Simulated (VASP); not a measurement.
# HgTe (P6_3/mmc) in VASP: further runs

Runs on HgTe. Level: r2SCAN. Tasks: single point.

All numbers are computed with VASP 6.6.1; they aren't measurements. Logs are shortened: lines on timing, memory, paths and dates and some standing lists are left out, and cuts for length are marked.

**1. The cell of the first run**

The structure is hexagonal, space group P6_3/mmc (No. 194). The conventional cell has a = 4.721 Å, b = 4.721 Å, c = 7.049 Å, α = 90.00°, β = 90.00°, γ = 120.00°. Within 3.6 Å of Hg (site symmetry -6m2) lie 5 Te at 2.73 to 3.52 Å. Te (site symmetry -6m2) has 5 Hg at 2.73 to 3.52 Å within 3.6 Å.

**2. Single point, r2SCAN (volume changed by -6%)**

Contents of POSCAR:

```
HgTe
1.0
    4.7211281410      0.0000000000      0.0000000000
   -2.3605640705      4.0886169046      0.0000000000
    0.0000000000      0.0000000000      7.0493033693
Hg Te
2 2
Direct
    0.3333333333      0.6666666667      0.2500000000
    0.6666666667      0.3333333333      0.7500000000
    0.6666666667      0.3333333333      0.2500000000
    0.3333333333      0.6666666667      0.7500000000
```

Contents of INCAR.step1:

```
SYSTEM = HgTe
PREC = Accurate
ENCUT = 520
ISMEAR = -1
SIGMA = 0.02
LREAL = .False.
LASPH = .True.
NELM = 100
NBANDS = 26
GGA = PE
ALGO = Normal
EDIFF = 1E-4
LWAVE = .True.
LCHARG = .False.
```

Contents of INCAR.step2:

```
SYSTEM = HgTe
PREC = Accurate
ENCUT = 520
EDIFF = 1E-7
ISMEAR = -1
SIGMA = 0.02
LREAL = .False.
LASPH = .True.
NELM = 100
ALGO = Normal
ISIF = 2
LWAVE = .False.
LCHARG = .True.
METAGGA = R2SCAN
LMIXTAU = .True.
LELF = .True.
LVHAR = .True.
NBANDS = 26
ISTART = 1
```

Contents of KPOINTS:

```
regular mesh
0
Gamma
  6 6 4
  0 0 0
```

Potentials or basis: VASP PAW PBE potentials, release 64 (Hg, Te).

Command:

```console
$ cat potpaw_PBE.64/Hg/POTCAR potpaw_PBE.64/Te/POTCAR > POTCAR
$ cp INCAR.step1 INCAR
$ mpirun -np 1 vasp_std > vasp.out
$ cp INCAR.step2 INCAR
$ mpirun -np 1 vasp_std > vasp.out
```

OUTCAR:

```text
SYSTEM = HgTe
   PREC = Accurate
   ENCUT = 520
   EDIFF = 1E-7
   ISMEAR = -1
   LREAL = .False.
   LASPH = .True.
   NELM = 100
   ISIF = 2
   METAGGA = R2SCAN
   ISTART = 1

 ion  position               nearest neighbor table
   1  0.333  0.667  0.250-   3 2.73   3 2.73   3 2.73   4 3.52   4 3.52
   2  0.667  0.333  0.750-   4 2.73   4 2.73   4 2.73   3 3.52   3 3.52
   3  0.667  0.333  0.250-   1 2.73   1 2.73   1 2.73   2 3.52   2 3.52
   4  0.333  0.667  0.750-   2 2.73   2 2.73   2 2.73   1 3.52   1 3.52

  LATTYP: Found a hexagonal cell.
 ALAT       =     4.7211281410
 C/A-ratio  =     1.4931395969

  Lattice vectors:

 A1 = (   4.7211281410,   0.0000000000,   0.0000000000)
 A2 = (  -2.3605640705,   4.0886169046,   0.0000000000)
 A3 = (   0.0000000000,   0.0000000000,   7.0493033693)

Analysis of symmetry for initial positions (statically):
=====================================================================
 Subroutine PRICEL returns:
 Original cell was already a primitive cell.

 Routine SETGRP: Setting up the symmetry group for a
 hexagonal supercell.

 Subroutine GETGRP returns: Found 24 space group operations
 (whereof 12 operations were pure point group operations)
 out of a pool of 24 trial point group operations.

The static configuration has the point symmetry D_3d.
 The point group associated with its full space group is D_6h.

Analysis of symmetry for dynamics (positions and initial velocities):
=====================================================================
 Subroutine PRICEL returns:
 Original cell was already a primitive cell.

 Routine SETGRP: Setting up the symmetry group for a
 hexagonal supercell.

 Subroutine GETGRP returns: Found 24 space group operations
 (whereof 12 operations were pure point group operations)
 out of a pool of 24 trial point group operations.

The dynamic configuration has the point symmetry D_3d.
 The point group associated with its full space group is D_6h.

 Subroutine INISYM returns: Found 24 space group operations
 (whereof 12 operations are pure point group operations),
 and found     1 'primitive' translations

----------------------------------------------------------------------------------------

[... 86 lines left out ...]
   ISPIN  =      1    spin polarized calculation?
   LNONCOLLINEAR =      F non collinear calculations
   LSORBIT =      F    spin-orbit coupling
   LASPH  =      T    aspherical Exc in radial PAW
   ENCUT  =  520.0 eV  38.22 Ry    6.18 a.u.   8.78  8.78 13.11*2*pi/ulx,y,z
   NELM   =    100;   NELMIN=  2; NELMDL=  0     # of ELM steps
   EDIFF  = 0.1E-06   stopping-criterion for ELM
   LREAL  =      F    real-space projection
   EDIFFG = 0.1E-05   stopping-criterion for IOM
   NSW    =      0    number of steps for IOM
   IBRION =     -1    ionic relax: 0-MD 1-quasi-New 2-CG
   NFREE  =      0    steps in history (QN), initial steepest desc. (CG)
   ISIF   =      2    stress and relaxation
   ISYM   =      2    0-nonsym 1-usesym 2-fastsym
   POTIM  = 0.5000    time-step for ionic-motion
   TEBEG  =    0.0;   TEEND  =   0.0 temperature during run
   PSTRESS=    0.0 pullay stress
   NELECT =      36.0000    total number of electrons
   NUPDOWN=      -1.0000    fix difference up-down
   EMIN   =  10.00;   EMAX   =-10.00  energy-range for DOS
   EFERMI =   0.00;   METHOD = LEGACY
   ISMEAR =    -1;   SIGMA  =   0.02  broadening in eV -4-tet -1-fermi 0-gaus
   EFERMI_NEDOS =   21; number of points for ismear=-14 and -15
   IALGO  =     38    algorithm
   IMIX   =      4    mixing-type and parameters
     AMIX     =   0.40;   BMIX     =  1.00
     AMIX_MAG =   1.60;   BMIX_MAG =  1.00
  volume/ion in A,a.u.               =      34.02       229.56
  Fermi-wavevector in a.u.,A,eV,Ry     =   1.050960  1.986026 15.027866  1.104517
  Thomas-Fermi vector in A             =   2.185984
   LORBIT       =      0    0 simple, 1 ext, 2 COOP (PROOUT), +10 PAW based schemes
   METAGGA = R2SCAN    functional components
   LHFCALC =     F    Hartree Fock is set to
   AEXX    =    0.0000 exact exchange contribution
   IVDW    =     0    specifies the selected vdW correction
   LEPSILON=     F    determine dielectric tensor
   LRPA    =     F    only Hartree local field effects (RPA)
 non-spin polarized calculation
  energy-cutoff  :      520.00
  volume of cell :      136.07
 maximum number of plane-waves:      3676
 NGX is ok and might be reduce to    36
   NGX = 17   NGY = 17   NGZ = 27

 number of electron      36.0000001 magnetization

 Free energy of the ion-electron system (eV)
  ---------------------------------------------------
  ext. energy  EPLUGINS =         0.00000000
  ---------------------------------------------------
  free energy    TOTEN  =      -149.66952315 eV

  energy without entropy =     -149.66792517  energy(sigma->0) =     -149.66872416

 E-fermi :   2.4607     XC(G=0):  -9.2651

 val. band max:        2.4234144132   @ k =   0.1667   0.0000   0.0000
 cond. band min:       2.4774124095   @ k =   0.0000   0.0000   0.0000
 fundamental gap:      0.0539979963
 Fermi energy:         2.4606636011

 k-point     1 :       0.0000    0.0000    0.0000
  band No.  band energies     occupation
      1      -9.5860      2.00000
      2      -9.0505      2.00000
      3      -5.1466      2.00000
      4      -5.1466      2.00000
      5      -5.1338      2.00000
      6      -5.1338      2.00000
[... 598 lines left out ...]
     25       9.3595      0.00000
     26       9.3595      0.00000

------------------------ aborting loop because EDIFF is reached ----------------------------------------

  FORCE on cell =-STRESS in cart. coord.  units (eV):
  Direction    XX          YY          ZZ          XY          YZ          ZX
  --------------------------------------------------------------------------------------
  -------------------------------------------------------------------------------------
  Total        3.0536462      3.0536462      1.0956295      0.0000000      0.0000000      0.0000000
  in kB       35.9551328     35.9551328     12.9004804      0.0000000      0.0000000      0.0000000
  external PRESSURE =      28.2702487 kB  Pullay stress =       0.0000000 kB

 VOLUME and BASIS-vectors are now :
 -----------------------------------------------------------------------------
  energy-cutoff  :      520.00
  volume of cell :      136.07
      direct lattice vectors                 reciprocal lattice vectors
     4.721128141  0.000000000  0.000000000     0.211813781  0.122290743  0.000000000
    -2.360564071  4.088616905  0.000000000     0.000000000  0.244581486  0.000000000
     0.000000000  0.000000000  7.049303369     0.000000000  0.000000000  0.141857989

 POSITION                                       TOTAL-FORCE (eV/Angst)
 -----------------------------------------------------------------------------------
     -0.00000      2.72574      1.76233         0.000000      0.000000      0.000000
      2.36056      1.36287      5.28698        -0.000000      0.000000      0.000000
      2.36056      1.36287      1.76233        -0.000000     -0.000000      0.000000
     -0.00000      2.72574      5.28698        -0.000000     -0.000000      0.000000
 -----------------------------------------------------------------------------------
    total drift:                               -0.000000      0.000000      0.000000

  FREE ENERGIE OF THE ION-ELECTRON SYSTEM (eV)
  ---------------------------------------------------
  free  energy   TOTEN  =      -149.6695231506 eV

  energy  without entropy=     -149.6679251738  energy(sigma->0) =     -149.66872416
```

OSZICAR.step1:

```text
N       E                     dE             d eps       ncg     rms          rms(c)
DAV:   1     0.234459897913E+03    0.23446E+03   -0.15874E+04  1092   0.121E+03
DAV:   2     0.458566707520E+01   -0.22987E+03   -0.22141E+03  1178   0.280E+02
DAV:   3    -0.699527309670E+01   -0.11581E+02   -0.11490E+02  1314   0.626E+01
DAV:   4    -0.715369886914E+01   -0.15843E+00   -0.15826E+00  1416   0.639E+00
DAV:   5    -0.715518508303E+01   -0.14862E-02   -0.14862E-02  1222   0.669E-01    0.105E+01
DAV:   6    -0.659081999195E+01    0.56437E+00   -0.12234E+00  1144   0.113E+01    0.851E+00
DAV:   7    -0.656343944441E+01    0.27381E-01   -0.42041E-01  1146   0.336E+00    0.313E+00
DAV:   8    -0.655942370339E+01    0.40157E-02   -0.54068E-02  1136   0.225E+00    0.930E-01
DAV:   9    -0.655975108631E+01   -0.32738E-03   -0.65098E-03  1188   0.819E-01    0.260E-01
DAV:  10    -0.655954998791E+01    0.20110E-03   -0.88651E-04  1142   0.306E-01    0.825E-02
DAV:  11    -0.655959873939E+01   -0.48751E-04   -0.25335E-04  1044   0.897E-02
   1 F= -.65595987E+01 E0= -.65583162E+01  d E =-.256507E-02
```

It took 2.9 min on 1 thread of Intel Xeon 6975P-C (Granite Rapids), shared host; peak memory 0.31 GiB.

Results:

| Quantity | Value |
| --- | --- |
| Free energy | -149.6695 eV |
| Pressure | 2.8 GPa |
| Band gap on the k mesh | zero (band 18 reaches 2.48 eV, above the bottom of band 19 at 2.42 eV) |

Stress tensor (GPa, compression positive):
```
3.60 0.00 0.00
0.00 3.60 0.00
0.00 0.00 1.29
```

Levels at points of the mesh, in eV from the Fermi level:
| k point | band 15 | band 16 | band 17 | band 18 | band 19 | band 20 | band 21 | band 22 |
| --- | --- | --- | --- | --- | --- | --- | --- | --- |
| (0.00, 0.00, 0.00) | -0.67 | -0.67 | -0.10 | 0.02 | 0.06 | 0.06 | 4.68 | 4.68 |
| (0.50, 0.00, 0.00) | -2.30 | -1.96 | -1.43 | -0.75 | 1.30 | 2.62 | 4.66 | 6.69 |
| (0.00, 0.00, 0.50) | -0.31 | -0.31 | -0.31 | -0.31 | 0.18 | 0.18 | 5.03 | 5.03 |
| (0.50, 0.00, 0.50) | -1.88 | -1.88 | -0.37 | -0.37 | 2.09 | 2.09 | 3.65 | 3.65 |

Caveat: the PAW data sets were made with another functional, which shifts forces and pressure a little; spin-orbit coupling is left out, which moves the levels of the heavy elements.

[end of part 1 of 2]
